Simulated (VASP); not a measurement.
SrO, 2 atoms in the cell. The structure is tetragonal, space group I4/mmm (No. 139). The conventional cell has a = 3.586 Å, b = 3.586 Å, c = 5.151 Å, α = 90.00°, β = 90.00°, γ = 90.00°. Sr (site symmetry 4/mmm) has 6 O at 2.54 to 2.58 Å within 3.3 Å. O (site symmetry 4/mmm) has 6 Sr at 2.54 to 2.58 Å within 3.3 Å. 

```yaml
Program: VASP 6.6.1
Task: single point
Functional: PBEsol
Potentials_or_basis: VASP PAW PBE potentials, release 64 (Sr_sv, O)
Cutoff: 600 eV
k_mesh: 6 × 6 × 6
Occupations: gaussian, width 0.01 eV
Spin: no spin polarisation
Dipole_correction: no
Further_INCAR_settings: ALGO = Normal; EDIFF = 1e-06; NBANDS = 15
```

Potentials or basis: VASP PAW PBE potentials, release 64 (Sr_sv, O).

Command:

```sh
$ cat potpaw_PBE.64/Sr_sv/POTCAR potpaw_PBE.64/O/POTCAR > POTCAR
$ mpirun -np 1 vasp_std > vasp.out
```

Hardware: 1 thread of Intel Xeon 8259CL, with other jobs on the host.

Task: How long does it take, and how much memory?

Result: It took 21 s on 1 thread of Intel Xeon 8259CL, with other jobs on the host, peak memory 0.18 GiB. Counts: scf iterations 13, k points 30.
